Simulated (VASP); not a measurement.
# AgI2 (P-4m2) in VASP: a series of runs

The runs below take AgI2 through single point, with PBEsol.

All numbers are computed with VASP 6.6.1; they aren't measurements. Logs are shortened: lines on timing, memory, paths and dates and some standing lists are left out, and cuts for length are marked.

**1. The cell of the first run**

The structure is tetragonal, space group P-4m2 (No. 115). The conventional cell has a = 4.289 Å, b = 4.289 Å, c = 5.548 Å, α = 90.00°, β = 90.00°, γ = 90.00°. Ag (site symmetry -4m2) has 4 I at 2.68 Å within 3.5 Å. I (site symmetry 2mm) has 2 Ag at 2.68 Å within 3.5 Å.

**2. Single point, PBEsol**

Contents of INCAR:

```
SYSTEM = AgI2
ALGO     = Normal         ! electronic algorithm
EDIFF    = 1E-7           ! SCF threshold, eV
ENCUT    = 520            ! plane-wave cutoff, eV
GGA      = PS             ! functional
ISIF     = 2              ! what is computed and relaxed
ISMEAR   = 0              ! smearing method
LASPH    = .True.         ! aspherical terms in the spheres
LCHARG   = .False.        ! write CHGCAR
LREAL    = .False.        ! projectors in reciprocal space
LWAVE    = .False.        ! write WAVECAR
NBANDS   = 20             ! bands
NELM     = 80             ! most SCF steps
PREC     = Accurate       ! precision mode
SIGMA    = 0.15           ! smearing width, eV
```

Contents of KPOINTS:

```
k-points
0
Gamma
  14 14 10
  0 0 0
```

Contents of POSCAR:

```
AgI2
1.0
    4.2888588236      0.0000000000      0.0000000000
    0.0000000000      4.2888588236      0.0000000000
    0.0000000000      0.0000000000      5.5483905468
Ag I
1 2
Direct
    0.0000000000      0.0000000000      0.5000000000
    0.5000000000      0.0000000000      0.7910272650
    0.0000000000      0.5000000000      0.2089727350
```

Potentials or basis: VASP PAW PBE potentials, release 64 (Ag, I).

Launch:

```bash
cat potpaw_PBE.64/Ag/POTCAR potpaw_PBE.64/I/POTCAR > POTCAR
mpirun -np 1 vasp_std > vasp.out
```

OUTCAR:

```text
SYSTEM = AgI2
   EDIFF = 1E-7
   ENCUT = 520
   GGA = PS
   ISIF = 2
   ISMEAR = 0
   LASPH = .True.
   LREAL = .False.
   NELM = 80
   PREC = Accurate

 ion  position               nearest neighbor table
   1  0.000  0.000  0.500-   2 2.68   3 2.68   3 2.68   2 2.68
   2  0.500  0.000  0.791-   1 2.68   1 2.68
   3  0.000  0.500  0.209-   1 2.68   1 2.68

  LATTYP: Found a simple tetragonal cell.
 ALAT       =     4.2888588236
 C/A-ratio  =     1.2936752584

  Lattice vectors:

 A1 = (   4.2888588236,   0.0000000000,   0.0000000000)
 A2 = (   0.0000000000,   4.2888588236,   0.0000000000)
 A3 = (   0.0000000000,   0.0000000000,   5.5483905468)

Analysis of symmetry for initial positions (statically):
=====================================================================
 Subroutine PRICEL returns:
 Original cell was already a primitive cell.

 Routine SETGRP: Setting up the symmetry group for a
 simple tetragonal supercell.

 Subroutine GETGRP returns: Found  8 space group operations
 (whereof  8 operations were pure point group operations)
 out of a pool of 16 trial point group operations.

The static configuration has the point symmetry D_2d.

Analysis of symmetry for dynamics (positions and initial velocities):
=====================================================================
 Subroutine PRICEL returns:
 Original cell was already a primitive cell.

 Routine SETGRP: Setting up the symmetry group for a
 simple tetragonal supercell.

 Subroutine GETGRP returns: Found  8 space group operations
 (whereof  8 operations were pure point group operations)
 out of a pool of 16 trial point group operations.

The dynamic configuration has the point symmetry D_2d.

 Subroutine INISYM returns: Found  8 space group operations
 (whereof  8 operations are pure point group operations),
 and found     1 'primitive' translations

----------------------------------------------------------------------------------------

                                     Primitive cell

  volume of cell :     102.0588

  direct lattice vectors                    reciprocal lattice vectors
     4.288858824  0.000000000  0.000000000     0.233162256  0.000000000  0.000000000
     0.000000000  4.288858824  0.000000000     0.000000000  0.233162256  0.000000000
     0.000000000  0.000000000  5.548390547     0.000000000  0.000000000  0.180232446

  length of vectors
     4.288858824  4.288858824  5.548390547     0.233162256  0.233162256  0.180232446

  position of ions in fractional coordinates (direct lattice)
     0.000000000  0.000000000  0.500000000
     0.500000000  0.000000000  0.791027265
     0.000000000  0.500000000  0.208972735

  ion indices of the primitive-cell ions
   primitive index   ion index
                 1           1
                 2           2
                 3           3

----------------------------------------------------------------------------------------

 KPOINTS: k-points

Automatic generation of k-mesh.
 Grid dimensions read from file:
 generate k-points for:   14   14   10

 Generating k-lattice:

  Cartesian coordinates                     Fractional coordinates (reciprocal lattice)
     0.016654447  0.000000000  0.000000000     0.071428571  0.000000000  0.000000000
     0.000000000  0.016654447  0.000000000     0.000000000  0.071428571  0.000000000
     0.000000000  0.000000000  0.018023245     0.000000000  0.000000000  0.100000000

  Length of vectors
     0.016654447  0.016654447  0.018023245

  Shift w.r.t. Gamma in fractional coordinates (k-lattice)
     0.000000000  0.000000000  0.000000000

 Subroutine IBZKPT returns following result:
 ===========================================

 Found    216 irreducible k-points:

 Following reciprocal coordinates:
            Coordinates               Weight
  0.000000  0.000000  0.000000      1.000000
  0.071429  0.000000  0.000000      4.000000
  0.142857  0.000000  0.000000      4.000000
  0.214286  0.000000  0.000000      4.000000
  0.285714  0.000000  0.000000      4.000000
  0.357143  0.000000  0.000000      4.000000
[... 16 lines left out ...]
  0.285714  0.214286  0.000000      8.000000
  0.357143  0.214286  0.000000      8.000000
 [... further k-points ...]
   k-points           NKPTS =    216   k-points in BZ     NKDIM =    216   number of bands    NBANDS=     20
   number of dos      NEDOS =    301   number of ions     NIONS =      3
   total plane-waves  NPLWV =  43008
   dimension x,y,z NGX =    32 NGY =   32 NGZ =   42
   dimension x,y,z NGXF=    64 NGYF=   64 NGZF=   84
   ions per type =               1   2
   NGX,Y,Z   is equivalent  to a cutoff of  12.40, 12.40, 12.58 a.u.
   NGXF,Y,Z  is equivalent  to a cutoff of  24.81, 24.81, 25.17 a.u.
 SYSTEM =  AgI2
   PREC   = accura    normal or accurate (medium, high low for compatibility)
   ISTART =      0    job   : 0-new  1-cont  2-samecut
   ICHARG =      2    charge: 1-file 2-atom 10-const
   ISPIN  =      1    spin polarized calculation?
   LNONCOLLINEAR =      F non collinear calculations
   LSORBIT =      F    spin-orbit coupling
   LASPH  =      T    aspherical Exc in radial PAW
   ENCUT  =  520.0 eV  38.22 Ry    6.18 a.u.   7.97  7.97 10.32*2*pi/ulx,y,z
   NELM   =     80;   NELMIN=  2; NELMDL= -5     # of ELM steps
   EDIFF  = 0.1E-06   stopping-criterion for ELM
   LREAL  =      F    real-space projection
   EDIFFG = 0.1E-05   stopping-criterion for IOM
   NSW    =      0    number of steps for IOM
   IBRION =     -1    ionic relax: 0-MD 1-quasi-New 2-CG
   NFREE  =      0    steps in history (QN), initial steepest desc. (CG)
   ISIF   =      2    stress and relaxation
   ISYM   =      2    0-nonsym 1-usesym 2-fastsym
   POTIM  = 0.5000    time-step for ionic-motion
   TEBEG  =    0.0;   TEEND  =   0.0 temperature during run
   PSTRESS=    0.0 pullay stress
   NELECT =      25.0000    total number of electrons
   NUPDOWN=      -1.0000    fix difference up-down
   EMIN   =  10.00;   EMAX   =-10.00  energy-range for DOS
   EFERMI =   0.00;   METHOD = LEGACY
   ISMEAR =     0;   SIGMA  =   0.15  broadening in eV -4-tet -1-fermi 0-gaus
   EFERMI_NEDOS =   21; number of points for ismear=-14 and -15
   IALGO  =     38    algorithm
   IMIX   =      4    mixing-type and parameters
     AMIX     =   0.40;   BMIX     =  1.00
     AMIX_MAG =   1.60;   BMIX_MAG =  1.00
  volume/ion in A,a.u.               =      34.02       229.58
  Fermi-wavevector in a.u.,A,eV,Ry     =   1.024326  1.935695 14.275815  1.049243
  Thomas-Fermi vector in A             =   2.158107
   LORBIT       =      0    0 simple, 1 ext, 2 COOP (PROOUT), +10 PAW based schemes
   GGA     = PS    functional components
   LHFCALC =     F    Hartree Fock is set to
   AEXX    =    0.0000 exact exchange contribution
   IVDW    =     0    specifies the selected vdW correction
   LEPSILON=     F    determine dielectric tensor
   LRPA    =     F    only Hartree local field effects (RPA)
 non-spin polarized calculation
 Gauss-broadening in eV      SIGMA  =   0.15
  energy-cutoff  :      520.00
  volume of cell :      102.06
 maximum number of plane-waves:      2784
 NGX is ok and might be reduce to    32
   NGX = 15   NGY = 15   NGZ = 21

 number of electron      24.9999996 magnetization

 Free energy of the ion-electron system (eV)
  ---------------------------------------------------
  ext. energy  EPLUGINS =         0.00000000
  ---------------------------------------------------
  free energy    TOTEN  =        -6.83716906 eV

  energy without entropy =       -6.79915983  energy(sigma->0) =       -6.81816444

 E-fermi :   3.2442     XC(G=0):  -8.9406

 val. band max:        3.2419640062   @ k =   0.3571   0.0000   0.3000
 cond. band min:       3.2469156129   @ k =   0.2857   0.2143   0.3000
 fundamental gap:      0.0049516067
 Fermi energy:         3.2441887437

 k-point     1 :       0.0000    0.0000    0.0000
  band No.  band energies     occupation
      1      -9.4626      2.00000
      2      -8.4817      2.00000
      3      -1.1262      2.00000
      4      -1.1262      2.00000
      5      -1.0731      2.00000
      6      -0.6367      2.00000
[... 12 lines left out ...]
     19      11.5329      0.00000
     20      13.9140      0.00000

 k-point     2 :       0.0714    0.0000    0.0000
  band No.  band energies     occupation
      1      -9.4453      2.00000
      2      -8.4865      2.00000
      3      -1.1770      2.00000
      4      -1.1243      2.00000
      5      -1.0000      2.00000
      6      -0.6283      2.00000
[... 12 lines left out ...]
     19      11.5778      0.00000
     20      13.7278      0.00000

 k-point     3 :       0.1429    0.0000    0.0000
  band No.  band energies     occupation
      1      -9.3947      2.00000
      2      -8.5019      2.00000
      3      -1.2344      2.00000
      4      -1.1192      2.00000
      5      -0.8757      2.00000
      6      -0.6083      2.00000
[... 12 lines left out ...]
     19      11.6145      0.00000
     20      13.2614      0.00000

 k-point     4 :       0.2143    0.0000    0.0000
  band No.  band energies     occupation
      1      -9.3144      2.00000
      2      -8.5309      2.00000
      3      -1.2819      2.00000
      4      -1.1117      2.00000
      5      -0.7236      2.00000
      6      -0.5878      2.00000
[... 12 lines left out ...]
     19      11.4585      0.00000
     20      12.8675      0.00000

 k-point     5 :       0.2857    0.0000    0.0000
  band No.  band energies     occupation
      1      -9.2107      2.00000
      2      -8.5772      2.00000
      3      -1.3164      2.00000
      4      -1.1034      2.00000
      5      -0.6507      2.00000
      6      -0.5004      2.00000
[... 12 lines left out ...]
     19      11.3519      0.00000
     20      12.6121      0.00000

 k-point     6 :       0.3571    0.0000    0.0000
  band No.  band energies     occupation
      1      -9.0919      2.00000
      2      -8.6440      2.00000
      3      -1.3350      2.00000
      4      -1.0959      2.00000
      5      -0.7167      2.00000
      6      -0.3314      2.00000
[... 12 lines left out ...]
     19      11.7997      0.00000
     20      12.4945      0.00000

 k-point     7 :       0.4286    0.0000    0.0000
  band No.  band energies     occupation
      1      -8.9686      2.00000
      2      -8.7312      2.00000
      3      -1.3395      2.00000
      4      -1.0906      2.00000
      5      -0.8030      2.00000
      6      -0.3516      2.00000
[... 12 lines left out ...]
     19      12.0891      0.00000
     20      12.3965      0.00000
[... 277 lines left out ...]
 k-point    20 :       0.4286    0.1429    0.0000
  band No.  band energies     occupation
      1      -8.9267      2.00000
      2      -8.7115      2.00000
      3      -1.4073      2.00000
      4      -1.0033      2.00000
      5      -0.7982      2.00000
      6      -0.4178      2.00000
[... 12 lines left out ...]
     19      11.5582      0.00000
     20      12.8804      0.00000

 k-point    21 :       0.5000    0.1429    0.0000
  band No.  band energies     occupation
      1      -8.8377      2.00000
      2      -8.7868      2.00000
      3      -1.4087      2.00000
      4      -0.9988      2.00000
      5      -0.8376      2.00000
      6      -0.4210      2.00000
[... 12 lines left out ...]
     19      11.4646      0.00000
     20      13.0437      0.00000

 k-point    22 :       0.2143    0.2143    0.0000
  band No.  band energies     occupation
      1      -9.1807      2.00000
      2      -8.5544      2.00000
      3      -1.3866      2.00000
      4      -1.0004      2.00000
      5      -0.5547      2.00000
      6      -0.5382      2.00000
[... 12 lines left out ...]
     19      11.8636      0.00000
     20      12.4028      0.00000

 k-point    23 :       0.2857    0.2143    0.0000
  band No.  band energies     occupation
      1      -9.0886      2.00000
      2      -8.5822      2.00000
      3      -1.4249      2.00000
      4      -0.9642      2.00000
      5      -0.5952      2.00000
      6      -0.4884      2.00000
[... 12 lines left out ...]
     19      11.6422      0.00000
     20      12.0882      0.00000

 k-point    24 :       0.3571    0.2143    0.0000
  band No.  band energies     occupation
      1      -8.9850      2.00000
      2      -8.6273      2.00000
      3      -1.4506      2.00000
      4      -0.9383      2.00000
      5      -0.7106      2.00000
      6      -0.4730      2.00000
[... 12 lines left out ...]
     19      11.8474      0.00000
     20      12.3141      0.00000

 [... further k-points ...]

------------------------ aborting loop because EDIFF is reached ----------------------------------------

  FORCE on cell =-STRESS in cart. coord.  units (eV):
  Direction    XX          YY          ZZ          XY          YZ          ZX
  --------------------------------------------------------------------------------------
  -------------------------------------------------------------------------------------
  Total        0.3250201      0.3250201      1.0863439      0.0000000      0.0000000      0.0000000
  in kB        5.1023505      5.1023505     17.0540447      0.0000000      0.0000000      0.0000000
  external PRESSURE =       9.0862485 kB  Pullay stress =       0.0000000 kB

 VOLUME and BASIS-vectors are now :
 -----------------------------------------------------------------------------
  energy-cutoff  :      520.00
  volume of cell :      102.06
      direct lattice vectors                 reciprocal lattice vectors
     4.288858824  0.000000000  0.000000000     0.233162256  0.000000000  0.000000000
     0.000000000  4.288858824  0.000000000     0.000000000  0.233162256  0.000000000
     0.000000000  0.000000000  5.548390547     0.000000000  0.000000000  0.180232446

 POSITION                                       TOTAL-FORCE (eV/Angst)
 -----------------------------------------------------------------------------------
      0.00000      0.00000      2.77420         0.000000      0.000000      0.000000
      2.14443      0.00000      4.38893        -0.000000      0.000000      0.189262
      0.00000      2.14443      1.15946        -0.000000      0.000000     -0.189262
 -----------------------------------------------------------------------------------
    total drift:                               -0.000000     -0.000000     -0.000000

  FREE ENERGIE OF THE ION-ELECTRON SYSTEM (eV)
  ---------------------------------------------------
  free  energy   TOTEN  =        -6.8371690578 eV

  energy  without entropy=       -6.7991598251  energy(sigma->0) =       -6.81816444
```

It took 7.1 min on 1 thread of Intel Xeon 8259CL, shared host; peak memory 0.52 GiB.

What came out:

| Quantity | Value |
| --- | --- |
| Free energy | -6.8372 eV |
| Pressure | 0.9 GPa |
| Largest force | 0.189 eV/Å |
| Band gap on the k mesh | zero (an odd number of electrons rules out a gap without spin polarisation) |

Forces on the atoms (eV/Å):
```
Ag   0.000  0.000  0.000
I    0.000  0.000  0.189
I    0.000  0.000 -0.189
```

Stress tensor (GPa, compression positive):
```
0.51 0.00 0.00
0.00 0.51 0.00
0.00 0.00 1.71
```

Caveat: the PAW data sets were made with another functional, which shifts forces and pressure a little; spin-orbit coupling is left out, which moves the levels of the heavy elements; an odd number of electrons without spin polarisation forces a metal; a magnetic or distorted state may lie lower.

[end of part 1 of 2]
